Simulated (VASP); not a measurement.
LiCl: single point with PBE

The system is LiCl.

```
Li Cl
1.0
     3.81475    0.00416   -0.00118
    -1.90377    3.29744    0.00239
    -0.00191    0.00337    6.36562
Li Cl
2 2
Cartesian
  1.8825 1.0404 5.7134
  0.0697 2.1898 2.5318
  1.8675 1.1308 3.0394
  -0.0030 2.2514 6.2233
```

This cell differs from its parent crystal: strained and its atoms moved.

- Program: VASP 6.6.1
- Task: single point
- Functional: PBE
- Potentials or basis: VASP PAW PBE potentials, release 64 (Li_sv, Cl)
- Cutoff: 520 eV
- k mesh: 9 × 9 × 4
- Occupations: gaussian, width 0.02 eV
- Spin: no spin polarisation

```json
{
 "Largest force": "0.663 eV/Å",
 "Band gap on the k mesh": "5.95 eV, direct"
}
```

Forces on the atoms (eV/Å):
```
Li   0.057  0.554 -0.359
Li  -0.508  0.228 -0.359
Cl   0.507 -0.229  0.359
Cl  -0.055 -0.553  0.359
```

Levels at points of the mesh, in eV from the valence-band top:
```
           k point  band 8  band 9  band 10  band 11  band 12  band 13
(0.00, 0.00, 0.00)   -0.32   -0.22     0.00     5.95     8.47     9.80
(0.00, 0.00, 0.50)   -0.55   -0.32    -0.32     7.48     7.48     9.88
```

It took 89 s on 1 thread of Intel(R) Xeon(R) Platinum 8488C (Sapphire Rapids) (shared host), peak memory 0.24 GiB.

Caveat: the cell differs from its parent crystal (strained and its atoms moved). A k mesh can miss the band edges.
